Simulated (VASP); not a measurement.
# BiTe (R-3m) in VASP: a series of runs, part 2 of 2

VASP 6.6.1.

## 5. Single point, PBE (strain +0.025 along x and y, -0.025 along z)

Contents of INCAR:

```
SYSTEM = BiTe
  PREC = Accurate
  ENCUT = 520
  EDIFF = 1E-6
  ISMEAR = 0
  SIGMA = 0.15
  LREAL = .FALSE.
  LASPH = .TRUE.
  NELM = 100
  ALGO = Normal
  ISIF = 2
  LWAVE = .FALSE.
  LCHARG = .FALSE.
  GGA = PE
  NBANDS = 18
```

Contents of KPOINTS:

```
Automatic mesh
0
G
  12 12 12
  0 0 0
```

Contents of POSCAR:

```
BiTe
1.0
    2.4832754671      1.4337197594      3.2343596556
   -2.4832754671      1.4337197594      3.2343596556
    0.0000000000     -2.8674395188      3.2343596556
Bi Te
1 1
Direct
    0.5000000000      0.5000000000      0.5000000000
    0.0000000000      0.0000000000      0.0000000000
```

On the command line:

```
$ cat potpaw_PBE.64/Bi_d/POTCAR potpaw_PBE.64/Te/POTCAR > POTCAR
$ mpirun -np 1 vasp_std > vasp.out
```

Wall time 80 s (1 thread of AMD EPYC 9R45 (Zen 5), shared host); peak memory 0.32 GiB.

It converged, with:

```yaml
Free_energy: -7.1694 eV
Pressure: -1.7 GPa
Band_gap_on_the_k_mesh: zero (an odd number of electrons rules out a gap without spin polarisation)
```

Stress tensor (GPa, compression positive):
```
-2.16  0.00  0.00
 0.00 -2.16  0.00
 0.00  0.00 -0.65
```

Levels at points of the mesh, in eV from the Fermi level:
```
           k point  band 6  band 7  band 8  band 9  band 10  band 11  band 12  band 13  band 14  band 15
(0.00, 0.00, 0.00)  -13.25   -8.41   -2.85   -2.85    -1.36     1.82     2.62     2.62     4.02     4.02
(0.50, 0.00, 0.00)  -11.41  -11.25   -1.79   -1.72    -0.96    -0.83    -0.48     0.57     6.57     6.65
(0.50, 0.50, 0.00)  -11.53   -9.95   -5.36   -4.41    -2.92     2.66     2.78     3.43     4.24     7.92
(0.50, 0.50, 0.50)  -11.01  -10.76   -2.34   -2.34    -2.30    -1.65    -1.32    -1.32     8.17     8.72
```

Caveat: the cell differs from its parent crystal (strain +0.025 along x and y, -0.025 along z); spin-orbit coupling is left out, which moves the levels of the heavy elements; an odd number of electrons without spin polarisation forces a metal; a magnetic or distorted state may lie lower.

## 6. Single point, PBE (strain +0.000 along x and y, +0.050 along z)

Contents of INCAR:

```
  PREC = Accurate
  ENCUT = 520
  EDIFF = 1E-6
  ISMEAR = 0
  SIGMA = 0.15
  LREAL = F
  LASPH = T
  NELM = 80
  ALGO = Normal
  ISIF = 2
  LWAVE = F
  LCHARG = F
  GGA = PE
  NBANDS = 18
```

Contents of KPOINTS:

```
Automatic mesh
0
Gamma
  12 12 12
```

Contents of POSCAR:

```
BiTe
1.0
    2.4227077728      1.3987509848      3.4831565522
   -2.4227077728      1.3987509848      3.4831565522
    0.0000000000     -2.7975019696      3.4831565522
Bi Te
1 1
Direct
    0.5000000000      0.5000000000      0.5000000000
    0.0000000000      0.0000000000      0.0000000000
```

Potentials or basis: VASP PAW PBE potentials, release 64 (Bi_d, Te).

On the command line:

```
$ cat potpaw_PBE.64/Bi_d/POTCAR potpaw_PBE.64/Te/POTCAR > POTCAR
$ mpirun -np 1 vasp_std > vasp.out
```

Run time: 2 min. Hardware: 1 thread of AMD EPYC 9R45 (Zen 5), shared host; peak memory 0.35 GiB.

The run converged. Its results:

| Quantity | Value |
| --- | --- |
| Free energy | -7.1698 eV |
| Pressure | -1.8 GPa |
| Band gap on the k mesh | zero (an odd number of electrons rules out a gap without spin polarisation) |

Stress tensor (GPa, compression positive):
```
-1.83  0.00  0.00
 0.00 -1.83  0.00
 0.00  0.00 -1.69
```

Levels at points of the mesh, in eV from the Fermi level:
```csv
k point,band 6,band 7,band 8,band 9,band 10,band 11,band 12,band 13,band 14,band 15
"(0.00, 0.00, 0.00)",-13.21,-8.39,-2.72,-2.72,-1.77,1.81,2.25,2.25,4.29,4.29
"(0.50, 0.00, 0.00)",-11.41,-11.19,-1.83,-1.77,-1.24,-0.88,-0.58,0.03,6.89,6.89
"(0.50, 0.50, 0.00)",-11.58,-9.97,-5.33,-4.15,-3.36,2.48,3.04,3.41,4.40,8.26
"(0.50, 0.50, 0.50)",-11.19,-10.92,-2.15,-2.15,-2.04,-1.32,-1.02,-1.02,7.62,8.13
```

Caveat: the cell differs from its parent crystal (strain +0.000 along x and y, +0.050 along z); spin-orbit coupling is left out, which moves the levels of the heavy elements; an odd number of electrons without spin polarisation forces a metal; a magnetic or distorted state may lie lower.

## 7. Single point, PBE (strain +0.050 along x and y, -0.050 along z)

Contents of INCAR:

```
SYSTEM = BiTe
ALGO = Normal
EDIFF = 1E-6
ENCUT = 520
GGA = PE
ISIF = 2
ISMEAR = 0
LASPH = .TRUE.
LCHARG = .FALSE.
LREAL = .FALSE.
LWAVE = .FALSE.
NBANDS = 18
NELM = 60
PREC = Accurate
SIGMA = 0.15
```

Contents of KPOINTS:

```
k-points
0
G
  12 12 12
  0 0 0
```

Contents of POSCAR:

```
BiTe
1.0
    2.5438431614      1.4686885340      3.1514273568
   -2.5438431614      1.4686885340      3.1514273568
    0.0000000000     -2.9373770681      3.1514273568
Bi Te
1 1
Direct
    0.5000000000      0.5000000000      0.5000000000
    0.0000000000      0.0000000000      0.0000000000
```

On the command line:

```
$ cat potpaw_PBE.64/Bi_d/POTCAR potpaw_PBE.64/Te/POTCAR > POTCAR
$ mpirun -np 1 vasp_std > vasp.out
```

Run time: 81 s. Hardware: 1 thread of AMD EPYC 9R45 (Zen 5), shared host; peak memory 0.33 GiB.

Results (log left out):

* Free energy: -7.1146 eV
* Pressure: -3.0 GPa
* Band gap on the k mesh: zero (an odd number of electrons rules out a gap without spin polarisation)

Stress tensor (GPa, compression positive):
```
-3.98  0.00  0.00
 0.00 -3.98  0.00
 0.00  0.00 -1.01
```

Levels at points of the mesh, in eV from the Fermi level:
| k point | band 7 | band 8 | band 9 | band 10 | band 11 | band 12 | band 13 | band 14 |
| --- | --- | --- | --- | --- | --- | --- | --- | --- |
| (0.00, 0.00, 0.00) | -8.51 | -2.75 | -2.75 | -1.15 | 1.80 | 2.74 | 2.74 | 3.99 |
| (0.50, 0.00, 0.00) | -11.14 | -1.74 | -1.56 | -0.96 | -0.65 | -0.34 | 0.79 | 6.43 |
| (0.50, 0.50, 0.00) | -9.91 | -5.11 | -4.32 | -2.52 | 2.51 | 2.92 | 3.27 | 3.93 |
| (0.50, 0.50, 0.50) | -10.60 | -2.33 | -2.31 | -2.31 | -1.71 | -1.35 | -1.35 | 8.38 |

Caveat: the cell differs from its parent crystal (strain +0.050 along x and y, -0.050 along z); spin-orbit coupling is left out, which moves the levels of the heavy elements; an odd number of electrons without spin polarisation forces a metal; a magnetic or distorted state may lie lower.

## 8. Overview

| cell | gap on the mesh (eV) | pressure (GPa) |
| --- | --- | --- |
| a = 4.424 Å, angles 64.5°, 2 atoms | none | 0.6 |
| a = 4.261 Å, angles 71.3°, 2 atoms | none | -0.8 |
| a = 4.403 Å, angles 66.8°, 2 atoms | none | -1.0 |
| a = 4.322 Å, angles 70.1°, 2 atoms | none | -1.7 |
| a = 4.467 Å, angles 65.7°, 2 atoms | none | -1.8 |
| a = 4.308 Å, angles 72.4°, 2 atoms | none | -3.0 |

Alike in all rows: task single point; level PBE; potentials or basis VASP PAW PBE potentials, release 64 (Bi_d, Te); no spin polarisation; k mesh 12 × 12 × 12; cutoff (eV) 520; smearing gaussian 0.15 eV.

Caveats: spin-orbit coupling is left out, which moves the levels of the heavy elements; an odd number of electrons without spin polarisation forces a metal; a magnetic or distorted state may lie lower.

Absolute energies hang on the potentials; compare differences alone.
